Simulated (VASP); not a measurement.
In2GaP3 (an interface model):

```
CELL_PARAMETERS angstrom
3.83346 0.00000 0.00000
-1.91673 3.31988 0.00000
0.00000 0.00000 20.76769
ATOMIC_POSITIONS crystal
Ga 0.32622 0.63891 0.00171
Ga 0.68100 0.35287 0.15100
In 0.31724 0.66403 0.30390
In 0.33966 0.68092 0.65077
In 0.66087 0.34621 0.47960
In 0.67015 0.35509 0.82774
P 0.33975 0.67178 0.11532
P 0.31915 0.64962 0.43153
P 0.33064 0.66001 0.78362
P 0.65172 0.33329 0.26613
P 0.67105 0.32891 0.60906
P 0.68247 0.33439 0.95605
```

Program: VASP 6.6.1. Alike in all runs: task single point; no spin polarisation; cell as given; k mesh 4 × 4 × 1; cutoff (eV) 520; smearing fermi-dirac 0.05 eV.

**Question.** Order these runs on this cell by their pressure, lowest first.
A. level PBEsol; potentials or basis VASP PAW PBE potentials, release 64 (Ga_d, In_d, P)
B. level LDA; potentials or basis VASP PAW LDA potentials, release 64 (Ga_d, In_d, P)
C. level PBE; potentials or basis VASP PAW PBE potentials, release 64 (Ga_d, In_d, P)

**Answer.** B (5.9 GPa), A (8.0 GPa), C (11.2 GPa).

Caveats: all runs use coarse meshes; spin-orbit coupling is left out, which moves the levels of the heavy elements; the PAW data sets were made with another functional, which shifts forces and pressure a little (at least some runs).
